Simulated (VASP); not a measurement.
FeO, 2 atoms in the cell. The structure is cubic, space group Fm-3m (No. 225). Conventional cell: a = 4.311 Å, b = 4.311 Å, c = 4.311 Å, α = 90.00°, β = 90.00°, γ = 90.00°. Fe (site symmetry m-3m) has 6 O at 2.16 Å within 2.9 Å. O (site symmetry m-3m) has 6 Fe at 2.16 Å within 2.9 Å. 

| Property | Result |
| --- | --- |
| Program | VASP 6.6.1 |
| Task | band structure |
| Functional | PBE |
| Potentials or basis | VASP PAW PBE potentials, release 64 (Fe, O) |
| Cutoff | 460 eV |
| k mesh | 12 × 12 × 12 |
| Occupations | gaussian, width 0.07 eV |
| Spin | collinear spin, ferromagnetic start |
| Starting moments | [3.0, 0.0] μB |
| Hubbard terms | Fe d U = 6 eV |
| Tolerance level | standard |
| Purpose | bands |
| Route | KPOINTS_OPT |
| Further INCAR settings | ALGO = Normal; EDIFF = 1e-06; NBANDS = 25 |

Potentials or basis: VASP PAW PBE potentials, release 64 (Fe, O).

Command:

```bash
$ cat potpaw_PBE.64/Fe/POTCAR potpaw_PBE.64/O/POTCAR > POTCAR
$ mpirun -np 2 vasp_std > vasp.out
```

Hardware: 2 MPI ranks on Intel(R) Xeon(R) Platinum 8488C (Sapphire Rapids), on a shared host.

Task: How long does it take, and how much memory?

Result: Wall time 41 s on 2 MPI ranks on Intel(R) Xeon(R) Platinum 8488C (Sapphire Rapids), on a shared host, peak memory 0.2 GiB a rank. Counts: k points 72.
